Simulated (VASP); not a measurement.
# NaH (CsCl type) (Pm-3m) in VASP: a series of runs

The runs below take NaH (CsCl type) through single point, with PBE.

All numbers are computed with VASP 6.6.1; they aren't measurements. Logs are shortened: lines on timing, memory, paths and dates and some standing lists are left out, and cuts for length are marked.

### Step 1. The cell of the first run

The structure is cubic, space group Pm-3m (No. 221). Conventional cell: a = 2.705 Å, b = 2.705 Å, c = 2.705 Å, α = 90.00°, β = 90.00°, γ = 90.00°. Na (site symmetry m-3m) has 8 H at 2.34 Å and 6 Na at 2.71 Å within 3.1 Å. H (site symmetry m-3m) has 8 Na at 2.34 Å and 6 H at 2.71 Å within 3.1 Å.

### Step 2. Single point, PBE (volume scaled by 0.76)

Input file INCAR:

```
SYSTEM = NaH
PREC = Accurate ; ENCUT = 520
EDIFF = 1E-6 ; ISMEAR = -1
SIGMA = 0.08 ; LREAL = .False.
LASPH = .True. ; NELM = 100
ALGO = Normal ; ISIF = 2
LWAVE = .False. ; LCHARG = .False.
GGA = PE ; NBANDS = 11
```

Input file KPOINTS:

```
regular mesh
0
Gamma
  12 12 12
  0 0 0
```

Input file POSCAR:

```
NaH
1.0
    2.7050345683      0.0000000000      0.0000000000
    0.0000000000      2.7050345683      0.0000000000
    0.0000000000      0.0000000000      2.7050345683
Na H
1 1
Direct
    0.0000000000      0.0000000000      0.0000000000
    0.5000000000      0.5000000000      0.5000000000
```

Potentials or basis: VASP PAW PBE potentials, release 64 (Na_pv, H).

The run is started by

```sh
$ cat potpaw_PBE.64/Na_pv/POTCAR potpaw_PBE.64/H/POTCAR > POTCAR
$ mpirun -np 1 vasp_std > vasp.out
```

OUTCAR:

```text
SYSTEM = NaH
   PREC = Accurate
   ENCUT = 520
   EDIFF = 1E-6
   ISMEAR = -1
   LREAL = .False.
   LASPH = .True.
   NELM = 100
   ISIF = 2
   GGA = PE

 ion  position               nearest neighbor table
   1  0.000  0.000  0.000-
   2  0.500  0.500  0.500-

  LATTYP: Found a simple cubic cell.
 ALAT       =     2.7050345683

  Lattice vectors:

 A1 = (   2.7050345683,   0.0000000000,   0.0000000000)
 A2 = (   0.0000000000,   2.7050345683,   0.0000000000)
 A3 = (   0.0000000000,   0.0000000000,   2.7050345683)

Analysis of symmetry for initial positions (statically):
=====================================================================
 Subroutine PRICEL returns:
 Original cell was already a primitive cell.

 Routine SETGRP: Setting up the symmetry group for a
 simple cubic supercell.

 Subroutine GETGRP returns: Found 48 space group operations
[... 9 lines left out ...]

 Routine SETGRP: Setting up the symmetry group for a
 simple cubic supercell.

 Subroutine GETGRP returns: Found 48 space group operations
[... 11 lines left out ...]
                                     Primitive cell

  volume of cell :      19.7933

  direct lattice vectors                    reciprocal lattice vectors
     2.705034568  0.000000000  0.000000000     0.369681043  0.000000000  0.000000000
     0.000000000  2.705034568  0.000000000     0.000000000  0.369681043  0.000000000
     0.000000000  0.000000000  2.705034568     0.000000000  0.000000000  0.369681043

  length of vectors
     2.705034568  2.705034568  2.705034568     0.369681043  0.369681043  0.369681043

  position of ions in fractional coordinates (direct lattice)
     0.000000000  0.000000000  0.000000000
     0.500000000  0.500000000  0.500000000

  ion indices of the primitive-cell ions
   primitive index   ion index
                 1           1
                 2           2

----------------------------------------------------------------------------------------

 KPOINTS: regular mesh

Automatic generation of k-mesh.
 Grid dimensions read from file:
 generate k-points for:   12   12   12

 Generating k-lattice:

  Cartesian coordinates                     Fractional coordinates (reciprocal lattice)
     0.030806754  0.000000000  0.000000000     0.083333333  0.000000000  0.000000000
     0.000000000  0.030806754  0.000000000     0.000000000  0.083333333  0.000000000
     0.000000000  0.000000000  0.030806754     0.000000000  0.000000000  0.083333333

  Length of vectors
     0.030806754  0.030806754  0.030806754

  Shift w.r.t. Gamma in fractional coordinates (k-lattice)
     0.000000000  0.000000000  0.000000000
[... 51 lines left out ...]
   EDIFF  = 0.1E-05   stopping-criterion for ELM
   LREAL  =      F    real-space projection
   EDIFFG = 0.1E-04   stopping-criterion for IOM
   NSW    =      0    number of steps for IOM
   IBRION =     -1    ionic relax: 0-MD 1-quasi-New 2-CG
   NFREE  =      0    steps in history (QN), initial steepest desc. (CG)
   ISIF   =      2    stress and relaxation
   ISYM   =      2    0-nonsym 1-usesym 2-fastsym
   POTIM  = 0.5000    time-step for ionic-motion
   TEBEG  =    0.0;   TEEND  =   0.0 temperature during run
   PSTRESS=    0.0 pullay stress
   NELECT =       8.0000    total number of electrons
   NUPDOWN=      -1.0000    fix difference up-down
   EMIN   =  10.00;   EMAX   =-10.00  energy-range for DOS
   EFERMI =   0.00;   METHOD = LEGACY
   ISMEAR =    -1;   SIGMA  =   0.08  broadening in eV -4-tet -1-fermi 0-gaus
   EFERMI_NEDOS =   21; number of points for ismear=-14 and -15
   IALGO  =     38    algorithm
   IMIX   =      4    mixing-type and parameters
     AMIX     =   0.40;   BMIX     =  1.00
     AMIX_MAG =   1.60;   BMIX_MAG =  1.00
  volume/ion in A,a.u.               =       9.90        66.79
  Fermi-wavevector in a.u.,A,eV,Ry     =   1.210409  2.287341 19.933746  1.465089
  Thomas-Fermi vector in A             =   2.345956
   LORBIT       =      0    0 simple, 1 ext, 2 COOP (PROOUT), +10 PAW based schemes
   GGA     = PE    functional components
   LHFCALC =     F    Hartree Fock is set to
   AEXX    =    0.0000 exact exchange contribution
   IVDW    =     0    specifies the selected vdW correction
   LEPSILON=     F    determine dielectric tensor
   LRPA    =     F    only Hartree local field effects (RPA)
 non-spin polarized calculation
  energy-cutoff  :      520.00
  volume of cell :       19.79
 maximum number of plane-waves:       554
   NGX = 11   NGY = 11   NGZ = 11

 number of electron       7.9999982 magnetization

 Free energy of the ion-electron system (eV)
  ---------------------------------------------------
  ext. energy  EPLUGINS =         0.00000000
  ---------------------------------------------------
  free energy    TOTEN  =        -4.59995889 eV

  energy without entropy =       -4.59995310  energy(sigma->0) =       -4.59995600

 E-fermi :   3.3661     XC(G=0):  -9.1405

 val. band max:        2.8957232534   @ k =   0.5000   0.5000   0.5000
 cond. band min:       3.9447143332   @ k =   0.5000   0.0000   0.0000
 fundamental gap:      1.0489910798
 Fermi energy:         3.3660542149

 k-point     1 :       0.0000    0.0000    0.0000
  band No.  band energies     occupation
      1     -21.8402      2.00000
      2     -21.8402      2.00000
      3     -21.8402      2.00000
      4      -4.3855      2.00000
      5      14.0108      0.00000
      6      14.9288      0.00000
      7      14.9288      0.00000
      8      17.4077      0.00000
      9      17.4077      0.00000
     10      17.4077      0.00000
     11      32.4912      0.00000
[... 309 lines left out ...]
 k-point    24 :       0.4167    0.3333    0.0000
  band No.  band energies     occupation
      1     -22.1434      2.00000
      2     -22.0671      2.00000
      3     -21.7856      2.00000
      4      -0.3131      2.00000
      5       6.6249      0.00000
      6       8.9428      0.00000
      7      13.9286      0.00000
      8      19.3461      0.00000
      9      21.0963      0.00000
     10      24.4913      0.00000
     11      26.1083      0.00000

 [... further k-points ...]
[... 5 lines left out ...]
  --------------------------------------------------------------------------------------
  -------------------------------------------------------------------------------------
  Total        1.3362163      1.3362163      1.3362163     -0.0000000     -0.0000000      0.0000000
  in kB      108.1605506    108.1605506    108.1605506     -0.0000000     -0.0000000      0.0000000
  external PRESSURE =     108.1605506 kB  Pullay stress =       0.0000000 kB

 VOLUME and BASIS-vectors are now :
 -----------------------------------------------------------------------------
  energy-cutoff  :      520.00
  volume of cell :       19.79
      direct lattice vectors                 reciprocal lattice vectors
     2.705034568  0.000000000  0.000000000     0.369681043  0.000000000  0.000000000
     0.000000000  2.705034568  0.000000000     0.000000000  0.369681043  0.000000000
     0.000000000  0.000000000  2.705034568     0.000000000  0.000000000  0.369681043

 POSITION                                       TOTAL-FORCE (eV/Angst)
 -----------------------------------------------------------------------------------
      0.00000      0.00000      0.00000         0.000000      0.000000      0.000000
      1.35252      1.35252      1.35252         0.000000      0.000000      0.000000
 -----------------------------------------------------------------------------------
    total drift:                                0.000000      0.000000      0.000000

  FREE ENERGIE OF THE ION-ELECTRON SYSTEM (eV)
  ---------------------------------------------------
  free  energy   TOTEN  =        -4.5999588914 eV

  energy  without entropy=       -4.5999531037  energy(sigma->0) =       -4.59995600
```

stdout:

```text
POSCAR found type information on POSCAR NaH
 POSCAR found :  2 types and       2 ions
 scaLAPACK will be used
 LDA part: xc-table for (Slater+PW92), standard interpolation
 POSCAR, INCAR and KPOINTS ok, starting setup
 FFT: planning ... GRIDC
 FFT: planning ... GRID_SOFT
 FFT: planning ... GRID
 WAVECAR not read
 entering main loop
```

Wall time 8.4 s (1 thread of Intel Xeon Platinum 8259CL at 2.50GHz (Skylake/Cascade Lake), shared host); peak memory 0.12 GiB.

What came out:

* Free energy: -4.6000 eV
* Pressure: 10.8 GPa
* Band gap on the k mesh: 1.05 eV, indirect (least direct gap 5.24 eV)

(Continued in part 2 of 2.)
